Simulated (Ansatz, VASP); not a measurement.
## One calculation of WS2, two programs

INCAR

```
SYSTEM = WS2
  PREC = Accurate
  ENCUT = 520
  EDIFF = 1E-6
  ISMEAR = 0
  SIGMA = 0.05
  LREAL = .False.
  LASPH = .True.
  NELM = 60
  ALGO = Normal
  ISIF = 2
  LWAVE = .False.
  LCHARG = .True.
  GGA = PS
  LELF = .True.
  LVHAR = .True.
  NBANDS = 35
```

KPOINTS

```
regular mesh
0
Gamma
  12 12 2
  0 0 0
```

POSCAR

```
WS2
1.0
    3.2012002007      0.0000000000      0.0000000000
   -1.6006001004      2.7723206964      0.0000000000
    0.0000000000      0.0000000000     12.9184432105
W S
2 4
Direct
    0.3333333333      0.6666666667      0.2500000000
    0.6666666667      0.3333333333      0.7500000000
    0.3333333333      0.6666666667      0.6265487320
    0.6666666667      0.3333333333      0.1265487320
    0.3333333333      0.6666666667      0.8734512680
    0.6666666667      0.3333333333      0.3734512680
```

Input for Ansatz:

```yaml
crystal:
  lattice:
    - [3.2012002007, 0.0, 0.0]
    - [-1.6006001004, 2.7723206964, 0.0]
    - [0.0, 0.0, 12.9184432105]
  atoms:
    - { symbol: W, position: [0.3333333333, 0.6666666667, 0.25] }
    - { symbol: W, position: [0.6666666667, 0.3333333333, 0.75] }
    - { symbol: S, position: [0.3333333333, 0.6666666667, 0.626548732] }
    - { symbol: S, position: [0.6666666667, 0.3333333333, 0.126548732] }
    - { symbol: S, position: [0.3333333333, 0.6666666667, 0.873451268] }
    - { symbol: S, position: [0.6666666667, 0.3333333333, 0.373451268] }
basis:
  ecutwfc: 420
kpoints:
  mp_grid: { grid: [12, 12, 2] }
hamiltonian:
  xc: pbesol
  pseudopotentials: { kind: paw, azcp: { folder: soft_1 } }
scf:
  occupations: { method: gaussian, width: 0.05 }
output:
  forces: true
  stress: true
  eigenvalues: true
```

Alike in both runs: task single point; functional PBEsol; k mesh 12 × 12 × 2; occupations gaussian, width 0.05 eV; no spin polarisation.

|  | VASP | Ansatz |
| --- | --- | --- |
| version | VASP 6.6.1 | Ansatz 0.2.0 |
| potentials or method | VASP PAW PBE potentials, release 64 (W_sv, S), cutoff 520 eV | scalar-relativistic, plane waves, PAW |
| valence electrons in the cell | 52 | 52 |

```tsv
	VASP	Ansatz	Ansatz less VASP
gap on the k mesh at the Fermi level (eV)	1.14	1.13	-0.013
least direct gap on the mesh (eV)	1.75	1.75	-0.002
pressure (GPa)	-7.5	-7.6	-0.08
traceless stress, the component that is largest in VASP (GPa)	-0.38	-0.41	-0.031
rms of the force components (eV/Å)	0.404	0.412	+0.0080
```

VASP's potentials were made for PBE, not for PBEsol, and Ansatz warns of the same on its side. Atom by atom the forces differ by 0.008 eV/Å (rms over components). With one functional, cell and mesh, what is left measures potentials, basis and numerics.

Spin-orbit coupling is off throughout.
